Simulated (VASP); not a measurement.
Set up this calculation in VASP 6.6.1, as the native input.

```yaml
Task: single point
Functional: PBE
Potentials_or_basis: VASP PAW PBE potentials, release 64 (Hf_pv)
Cutoff: 520 eV
k_mesh: 18 × 18 × 8
Occupations: gaussian, width 0.1 eV
Spin: no spin polarisation
Dipole_correction: no
Further_INCAR_settings: ALGO = Fast; EDIFF = 1e-06; NBANDS = 17
```

The structure of Hf lies in POSCAR:

```
Hf
1.0
    3.1701095859      0.0000000000      0.0000000000
   -1.5850547930      2.7453954341      0.0000000000
    0.0000000000      0.0000000000      5.0230901885
Hf
2
Direct
    0.3333333333      0.6666666667      0.2500000000
    0.6666666667      0.3333333333      0.7500000000
```

This cell differs from its parent crystal: volume scaled by 0.97, then relaxed in part.

The input as run:

INCAR

```
  PREC = Accurate
  ENCUT = 520
  EDIFF = 1E-6
  ISMEAR = 0
  SIGMA = 0.1
  LREAL = F
  LASPH = T
  NELM = 80
  ALGO = Fast
  ISIF = 2
  LWAVE = F
  LCHARG = T
  GGA = PE
  LELF = T
  LVHAR = T
  NBANDS = 17
```

KPOINTS

```
regular mesh
0
Gamma
  18 18 8
```

Potentials or basis: VASP PAW PBE potentials, release 64 (Hf_pv).

Run with:

```console
$ cat potpaw_PBE.64/Hf_pv/POTCAR > POTCAR
$ mpirun -np 1 vasp_std > vasp.out
```

Results of the run:

| Quantity | Value |
| --- | --- |
| Pressure | 3.1 GPa |
| Band gap on the k mesh | zero (band 10 reaches 6.27 eV, above the bottom of band 11 at 4.68 eV) |

Caveat: spin-orbit coupling is left out, which moves the levels of the heavy elements.

It took 46 s on 1 thread of Intel(R) Xeon(R) 6975P-C (Granite Rapids), with other jobs on the host, peak memory 0.24 GiB.
